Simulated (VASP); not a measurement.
# CrCdNi2S4 (I-42m) in VASP: single point with r2SCAN

Aim: the single point of CrCdNi2S4 with r2SCAN.

Program: VASP 6.6.1. These are calculated values, not measurements. Logs are shortened: lines on timing, memory, paths and dates and some standing lists are left out, and cuts for length are marked.

### 1 The cell of the first run

The structure is tetragonal, space group I-42m (No. 121). The conventional cell has a = 5.356 Å, b = 5.356 Å, c = 10.424 Å, α = 90.00°, β = 90.00°, γ = 90.00°. Within 3.2 Å of Cd (site symmetry -42m) lie 4 S at 2.43 Å. Within 3.1 Å of Cr (site symmetry -42m) lie 4 S at 2.31 Å. Within 3.0 Å of Ni (site symmetry -4) lie 4 S at 2.23 Å. Within 3.0 Å of S (site symmetry m) lie 2 Ni at 2.23 Å and 1 Cr at 2.31 Å and 1 Cd at 2.43 Å.

### 2 Single point, r2SCAN

Input file POSCAR:

```
CrCdNi2S4
1.0
    0.0000000000      5.3557252200      0.0000000000
    5.3557252200      0.0000000000      0.0000000000
    2.6778626100      2.6778626100     -5.2119417600
Cd Cr Ni S
1 1 2 4
Direct
    0.0000000000      0.0000000000      0.0000000000
    0.5000000000      0.5000000000      0.0000000000
    0.2500000000      0.7500000000      0.5000000000
    0.7500000000      0.2500000000      0.5000000000
    0.6034200000      0.6034200000      0.2735600000
    0.3965800000      0.8769800000      0.7264400000
    0.1230200000      0.1230200000      0.2735600000
    0.8769800000      0.3965800000      0.7264400000
```

Input file INCAR.step1:

```
SYSTEM = CrCdNi2S4
PREC = Accurate
ENCUT = 520
ISMEAR = -1
SIGMA = 0.1
LREAL = .FALSE.
LASPH = .TRUE.
NELM = 100
NBANDS = 44
GGA = PE
ALGO = Normal
EDIFF = 1E-4
LWAVE = .TRUE.
LCHARG = .FALSE.
```

Input file INCAR.step2:

```
SYSTEM = CrCdNi2S4
PREC = Accurate
ENCUT = 520
EDIFF = 1E-6
ISMEAR = -1
SIGMA = 0.1
LREAL = .FALSE.
LASPH = .TRUE.
NELM = 100
ALGO = Normal
ISIF = 2
LWAVE = .FALSE.
LCHARG = .FALSE.
METAGGA = R2SCAN
LMIXTAU = .TRUE.
NBANDS = 44
ISTART = 1
```

Input file KPOINTS:

```
Automatic mesh
0
G
  5 5 5
  0 0 0
```

Potentials or basis: VASP PAW PBE potentials, release 64 (Cd, Cr_pv, Ni, S).

The run is started by

```console
cat potpaw_PBE.64/Cd/POTCAR potpaw_PBE.64/Cr_pv/POTCAR potpaw_PBE.64/Ni/POTCAR potpaw_PBE.64/S/POTCAR > POTCAR
cp INCAR.step1 INCAR
mpirun -np 1 vasp_std > vasp.out
cp INCAR.step2 INCAR
mpirun -np 1 vasp_std > vasp.out
```

OUTCAR:

```text
SYSTEM = CrCdNi2S4
   PREC = Accurate
   ENCUT = 520
   EDIFF = 1E-6
   ISMEAR = -1
   LREAL = .FALSE.
   LASPH = .TRUE.
   NELM = 100
   ISIF = 2
   METAGGA = R2SCAN
   ISTART = 1

 ion  position               nearest neighbor table
   1  0.000  0.000  0.000-   5 2.43   6 2.43   7 2.43   8 2.43
   2  0.500  0.500  0.000-   5 2.31   6 2.31   7 2.31   8 2.31
   3  0.250  0.750  0.500-   5 2.23   7 2.23   8 2.23   6 2.23
   4  0.750  0.250  0.500-   5 2.23   6 2.23   7 2.23   8 2.23
   5  0.603  0.603  0.274-   3 2.23   4 2.23   2 2.31   1 2.43
   6  0.397  0.877  0.726-   4 2.23   3 2.23   2 2.31   1 2.43
   7  0.123  0.123  0.274-   3 2.23   4 2.23   2 2.31   1 2.43
   8  0.877  0.397  0.726-   3 2.23   4 2.23   2 2.31   1 2.43

  LATTYP: Found a body centered tetragonal cell.
 ALAT       =     5.3557252200
 C/A-ratio  =     1.9463066330

  Lattice vectors:

 A1 = (  -2.6778626100,   2.6778626100,   5.2119417600)
 A2 = (   2.6778626100,  -2.6778626100,   5.2119417600)
 A3 = (   2.6778626100,   2.6778626100,  -5.2119417600)

Analysis of symmetry for initial positions (statically):
=====================================================================
 Subroutine PRICEL returns:
 Original cell was already a primitive cell.

 Routine SETGRP: Setting up the symmetry group for a
 body centered tetragonal supercell.

 Subroutine GETGRP returns: Found  8 space group operations
 (whereof  8 operations were pure point group operations)
 out of a pool of 16 trial point group operations.

The static configuration has the point symmetry D_2d.

Analysis of symmetry for dynamics (positions and initial velocities):
=====================================================================
 Subroutine PRICEL returns:
 Original cell was already a primitive cell.

 Routine SETGRP: Setting up the symmetry group for a
 body centered tetragonal supercell.

 Subroutine GETGRP returns: Found  8 space group operations
 (whereof  8 operations were pure point group operations)
 out of a pool of 16 trial point group operations.

The dynamic configuration has the point symmetry D_2d.

 Subroutine INISYM returns: Found  8 space group operations
 (whereof  8 operations are pure point group operations),
 and found     1 'primitive' translations

----------------------------------------------------------------------------------------

                                     Primitive cell

  volume of cell :     149.4983

  direct lattice vectors                    reciprocal lattice vectors
     0.000000000  5.355725220  0.000000000     0.000000000  0.186716077  0.095933536
     5.355725220  0.000000000  0.000000000     0.186716077  0.000000000  0.095933536
     2.677862610  2.677862610 -5.211941760     0.000000000  0.000000000 -0.191867071

  length of vectors
     5.355725220  5.355725220  6.442533137     0.209919357  0.209919357  0.191867071

  position of ions in fractional coordinates (direct lattice)
     0.000000000  0.000000000  0.000000000
     0.500000000  0.500000000  0.000000000
     0.250000000  0.750000000  0.500000000
     0.750000000  0.250000000  0.500000000
     0.603420000  0.603420000  0.273560000
     0.396580000  0.876980000  0.726440000
     0.123020000  0.123020000  0.273560000
     0.876980000  0.396580000  0.726440000

  ion indices of the primitive-cell ions
   primitive index   ion index
                 1           1
                 2           2
                 3           3
                 4           4
                 5           5
                 6           6
                 7           7
                 8           8

----------------------------------------------------------------------------------------

 KPOINTS: Automatic mesh

Automatic generation of k-mesh.
 Grid dimensions read from file:
 generate k-points for:    5    5    5

 Generating k-lattice:

  Cartesian coordinates                     Fractional coordinates (reciprocal lattice)
     0.000000000  0.037343215  0.019186707     0.200000000  0.000000000 -0.000000000
     0.037343215  0.000000000  0.019186707     0.000000000  0.200000000 -0.000000000
     0.000000000  0.000000000 -0.038373414     0.000000000  0.000000000  0.200000000

  Length of vectors
     0.041983871  0.041983871  0.038373414

  Shift w.r.t. Gamma in fractional coordinates (k-lattice)
     0.000000000  0.000000000  0.000000000

 Subroutine IBZKPT returns following result:
 ===========================================

 Found     18 irreducible k-points:

 Following reciprocal coordinates:
            Coordinates               Weight
  0.000000  0.000000  0.000000      1.000000
  0.200000  0.000000 -0.000000      8.000000
  0.400000  0.000000 -0.000000      8.000000
  0.200000  0.200000 -0.000000      8.000000
  0.400000  0.200000 -0.000000     16.000000
 -0.400000  0.200000 -0.000000     16.000000
[... 10 lines left out ...]
  0.000000  0.000000  0.400000      2.000000
 -0.200000  0.000000  0.400000      4.000000
   k-points           NKPTS =     18   k-points in BZ     NKDIM =     18   number of bands    NBANDS=     44
   number of dos      NEDOS =    301   number of ions     NIONS =      8
   total plane-waves  NPLWV =  76800
   dimension x,y,z NGX =    40 NGY =   40 NGZ =   48
   dimension x,y,z NGXF=    80 NGYF=   80 NGZF=   96
   ions per type =               1   1   2   4
   NGX,Y,Z   is equivalent  to a cutoff of  12.42, 12.42, 12.39 a.u.
   NGXF,Y,Z  is equivalent  to a cutoff of  24.83, 24.83, 24.77 a.u.
 SYSTEM =  CrCdNi2S4
   PREC   = accura    normal or accurate (medium, high low for compatibility)
   ISTART =      1    job   : 0-new  1-cont  2-samecut
   ICHARG =      0    charge: 1-file 2-atom 10-const
   ISPIN  =      1    spin polarized calculation?
   LNONCOLLINEAR =      F non collinear calculations
   LSORBIT =      F    spin-orbit coupling
   LASPH  =      T    aspherical Exc in radial PAW
   ENCUT  =  520.0 eV  38.22 Ry    6.18 a.u.   9.96  9.96 11.98*2*pi/ulx,y,z
   NELM   =    100;   NELMIN=  2; NELMDL=  0     # of ELM steps
   EDIFF  = 0.1E-05   stopping-criterion for ELM
   LREAL  =      F    real-space projection
   EDIFFG = 0.1E-04   stopping-criterion for IOM
   NSW    =      0    number of steps for IOM
   IBRION =     -1    ionic relax: 0-MD 1-quasi-New 2-CG
   NFREE  =      0    steps in history (QN), initial steepest desc. (CG)
   ISIF   =      2    stress and relaxation
   ISYM   =      2    0-nonsym 1-usesym 2-fastsym
   POTIM  = 0.5000    time-step for ionic-motion
   TEBEG  =    0.0;   TEEND  =   0.0 temperature during run
   PSTRESS=    0.0 pullay stress
   NELECT =      68.0000    total number of electrons
   NUPDOWN=      -1.0000    fix difference up-down
   EMIN   =  10.00;   EMAX   =-10.00  energy-range for DOS
   EFERMI =   0.00;   METHOD = LEGACY
   ISMEAR =    -1;   SIGMA  =   0.10  broadening in eV -4-tet -1-fermi 0-gaus
   EFERMI_NEDOS =   21; number of points for ismear=-14 and -15
   IALGO  =     38    algorithm
   IMIX   =      4    mixing-type and parameters
     AMIX     =   0.40;   BMIX     =  1.00
     AMIX_MAG =   1.60;   BMIX_MAG =  1.00
  volume/ion in A,a.u.               =      18.69       126.11
  Fermi-wavevector in a.u.,A,eV,Ry     =   1.259019  2.379202 21.567001  1.585130
  Thomas-Fermi vector in A             =   2.392600
   LORBIT       =      0    0 simple, 1 ext, 2 COOP (PROOUT), +10 PAW based schemes
   METAGGA = R2SCAN    functional components
   LHFCALC =     F    Hartree Fock is set to
   AEXX    =    0.0000 exact exchange contribution
   IVDW    =     0    specifies the selected vdW correction
   LEPSILON=     F    determine dielectric tensor
   LRPA    =     F    only Hartree local field effects (RPA)
 non-spin polarized calculation
  energy-cutoff  :      520.00
  volume of cell :      149.50
 maximum number of plane-waves:      4055
   NGX = 19   NGY = 19   NGZ = 23

 number of electron      67.9999999 magnetization

 Free energy of the ion-electron system (eV)
  ---------------------------------------------------
  ext. energy  EPLUGINS =         0.00000000
  ---------------------------------------------------
  free energy    TOTEN  =       -94.05736425 eV

  energy without entropy =      -93.83811881  energy(sigma->0) =      -93.94774153

 E-fermi :   4.8336     XC(G=0): -10.7806

 val. band max:        4.7736457190   @ k =  -0.4000   0.4000   0.0000
 cond. band min:       4.8626526278   @ k =   0.2000   0.2000  -0.0000
 fundamental gap:      0.0890069088
 Fermi energy:         4.8335874681

 k-point     1 :       0.0000    0.0000    0.0000
  band No.  band energies     occupation
      1     -40.1662      2.00000
      2     -40.1462      2.00000
      3     -40.1462      2.00000
      4     -10.1702      2.00000
      5      -8.9893      2.00000
      6      -8.9893      2.00000
[... 36 lines left out ...]
     43       9.9663      0.00000
     44      11.0023      0.00000

 k-point     2 :       0.2000    0.0000   -0.0000
  band No.  band energies     occupation
      1     -40.1662      2.00000
      2     -40.1462      2.00000
      3     -40.1462      2.00000
      4     -10.0465      2.00000
      5      -9.0762      2.00000
      6      -9.0142      2.00000
[... 36 lines left out ...]
     43      10.3075      0.00000
     44      10.4845      0.00000

 k-point     3 :       0.4000    0.0000   -0.0000
  band No.  band energies     occupation
      1     -40.1662      2.00000
      2     -40.1462      2.00000
      3     -40.1462      2.00000
      4      -9.7263      2.00000
      5      -9.3441      2.00000
      6      -9.0400      2.00000
[... 694 lines left out ...]
     43       9.1457      0.00000
     44       9.2817      0.00000

 k-point    18 :      -0.2000    0.0000    0.4000
  band No.  band energies     occupation
      1     -40.1662      2.00000
      2     -40.1462      2.00000
      3     -40.1462      2.00000
      4      -9.6857      2.00000
      5      -9.3522      2.00000
      6      -9.1105      2.00000
[... 36 lines left out ...]
     43       9.4773      0.00000
     44      10.1708      0.00000

------------------------ aborting loop because EDIFF is reached ----------------------------------------

  FORCE on cell =-STRESS in cart. coord.  units (eV):
  Direction    XX          YY          ZZ          XY          YZ          ZX
  --------------------------------------------------------------------------------------
  -------------------------------------------------------------------------------------
  Total       -3.4476460     -3.4476460     -3.5339978      0.0000000      0.0000000      0.0000000
  in kB      -36.9485260    -36.9485260    -37.8739616      0.0000000      0.0000000      0.0000000
  external PRESSURE =     -37.2570045 kB  Pullay stress =       0.0000000 kB

 VOLUME and BASIS-vectors are now :
 -----------------------------------------------------------------------------
  energy-cutoff  :      520.00
  volume of cell :      149.50
      direct lattice vectors                 reciprocal lattice vectors
     0.000000000  5.355725220  0.000000000     0.000000000  0.186716077  0.095933536
     5.355725220  0.000000000  0.000000000     0.186716077  0.000000000  0.095933536
     2.677862610  2.677862610 -5.211941760     0.000000000  0.000000000 -0.191867071

 POSITION                                       TOTAL-FORCE (eV/Angst)
 -----------------------------------------------------------------------------------
      0.00000      0.00000      0.00000        -0.000000      0.000000      0.000000
      2.67786      2.67786      0.00000        -0.000000      0.000000      0.000000
      5.35573      2.67786     -2.60597        -0.000000      0.000000      0.000000
      2.67786      5.35573     -2.60597        -0.000000      0.000000      0.000000
      3.96431      3.96431     -1.42578        -1.322656     -1.322656      0.143534
      6.64217      4.06928     -3.78616        -1.322656      1.322656     -0.143534
      1.39142      1.39142     -1.42578         1.322656      1.322656      0.143534
      4.06928      6.64217     -3.78616         1.322656     -1.322656     -0.143534
 -----------------------------------------------------------------------------------
    total drift:                               -0.000754     -0.000754      0.000549

  FREE ENERGIE OF THE ION-ELECTRON SYSTEM (eV)
  ---------------------------------------------------
  free  energy   TOTEN  =       -94.0573642491 eV

  energy  without entropy=      -93.8381188120  energy(sigma->0) =      -93.94774153
```

Run time: 17 min. Hardware: 1 thread of Intel Xeon Platinum 8259CL at 2.50GHz (Skylake/Cascade Lake), shared host; peak memory 0.37 GiB.

What came out:

```
Free energy            : -94.0574 eV
Pressure               : -3.7 GPa
Largest force          : 1.876 eV/Å
Band gap on the k mesh : zero (bands 34 and 35 overlap by 0.49 eV)
```

Forces on the atoms (eV/Å):
```
Cd   0.000  0.000  0.000
Cr   0.000  0.000  0.000
Ni   0.000  0.000  0.000
Ni   0.000  0.000  0.000
S   -1.323 -1.323  0.144
S   -1.323  1.323 -0.144
S    1.323  1.323  0.144
S    1.323 -1.323 -0.144
```

Caveat: the cell stands under tension; the PAW data sets were made with another functional, which shifts forces and pressure a little; the run has no spin polarisation, though such a crystal can be magnetic.
